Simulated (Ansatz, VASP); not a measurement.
# Sb2Se3 in VASP and in Ansatz

File INCAR:

```
SYSTEM = Sb2Se3
PREC = Accurate
ENCUT = 520
EDIFF = 1E-8
ISMEAR = -1
SIGMA = 0.02
LREAL = Auto
LASPH = .TRUE.
NELM = 80
ALGO = Normal
ISIF = 2
LWAVE = .FALSE.
LCHARG = .FALSE.
GGA = PE
LEFG = .TRUE.
NBANDS = 72
```

File KPOINTS:

```
regular mesh
0
G
  3 7 2
  0 0 0
```

File POSCAR:

```
Sb2Se3
1.0
   12.8230290000      0.0000000000      0.0000000000
    0.0000000000      3.8083550000      0.0000000000
    0.0000000000      0.0000000000     15.0556990000
Sb Se
8 12
Direct
    0.5148850000      0.2500000000      0.2385890000
    0.0148850000      0.2500000000      0.2614110000
    0.4851150000      0.7500000000      0.7614110000
    0.9851150000      0.7500000000      0.7385890000
    0.1871340000      0.2500000000      0.0572740000
    0.8128660000      0.7500000000      0.9427260000
    0.3128660000      0.7500000000      0.5572740000
    0.6871340000      0.2500000000      0.4427260000
    0.6789380000      0.2500000000      0.9826340000
    0.7121530000      0.2500000000      0.2699670000
    0.2878470000      0.7500000000      0.7300330000
    0.3210620000      0.7500000000      0.0173660000
    0.2121530000      0.2500000000      0.2300330000
    0.7878470000      0.7500000000      0.7699670000
    0.5397030000      0.2500000000      0.6482760000
    0.8210620000      0.7500000000      0.4826340000
    0.0397030000      0.2500000000      0.8517240000
    0.1789380000      0.2500000000      0.5173660000
    0.9602970000      0.7500000000      0.1482760000
    0.4602970000      0.7500000000      0.3517240000
```

Input for Ansatz:

```yaml
crystal:
  lattice:
    - [12.823029, 0.0, 0.0]
    - [0.0, 3.808355, 0.0]
    - [0.0, 0.0, 15.055699]
  atoms:
    - { symbol: Sb, position: [0.514885, 0.25, 0.238589] }
    - { symbol: Sb, position: [0.014885, 0.25, 0.261411] }
    - { symbol: Sb, position: [0.485115, 0.75, 0.761411] }
    - { symbol: Sb, position: [0.985115, 0.75, 0.738589] }
    - { symbol: Sb, position: [0.187134, 0.25, 0.057274] }
    - { symbol: Sb, position: [0.812866, 0.75, 0.942726] }
    - { symbol: Sb, position: [0.312866, 0.75, 0.557274] }
    - { symbol: Sb, position: [0.687134, 0.25, 0.442726] }
    - { symbol: Se, position: [0.678938, 0.25, 0.982634] }
    - { symbol: Se, position: [0.712153, 0.25, 0.269967] }
    - { symbol: Se, position: [0.287847, 0.75, 0.730033] }
    - { symbol: Se, position: [0.321062, 0.75, 0.017366] }
    - { symbol: Se, position: [0.212153, 0.25, 0.230033] }
    - { symbol: Se, position: [0.787847, 0.75, 0.769967] }
    - { symbol: Se, position: [0.539703, 0.25, 0.648276] }
    - { symbol: Se, position: [0.821062, 0.75, 0.482634] }
    - { symbol: Se, position: [0.039703, 0.25, 0.851724] }
    - { symbol: Se, position: [0.178938, 0.25, 0.517366] }
    - { symbol: Se, position: [0.960297, 0.75, 0.148276] }
    - { symbol: Se, position: [0.460297, 0.75, 0.351724] }
kpoints:
  mp_grid: { grid: [3, 7, 2] }
scf:
  occupations: { method: fermi_dirac, width: 0.02 }
hamiltonian:
  xc: pbe
  pseudopotentials: { kind: paw }
output:
  forces: true
  stress: true
  populations: true
  efg: { quadrupole_moments_barn: { Sb: -0.543 }, contact_densities: true }
```

Alike in both runs: task electric field gradients; functional PBE; k mesh 3 × 7 × 2; occupations fermi-dirac, width 0.02 eV; no spin polarisation.

|  | VASP | Ansatz |
| --- | --- | --- |
| version | VASP 6.6.1 | Ansatz 0.2.0 |
| potentials or method | VASP PAW PBE potentials, release 64 (Sb, Se) | plane-wave PAW, scalar-relativistic |
| plane-wave cutoff (eV) | 520 | 420 |
| valence electrons in the cell | 112 | 312 |

```csv
,VASP,Ansatz,Ansatz less VASP
pressure (GPa),0.1,0.0,-0.09
"traceless stress, the component that is largest in VASP (GPa)",0.14,0.11,-0.030
rms of the force components (eV/Å),0.044,0.029,-0.0154
size of Vzz on the site where it differs most (V/Å²),376.9,391.9,+15.04
```

Atom by atom the forces differ by 0.025 eV/Å (rms over components). VASP's potentials hold 112 valence electrons a cell and Ansatz's 312, so a difference there can come from the potentials and not from the codes.

Spin-orbit coupling is off throughout.
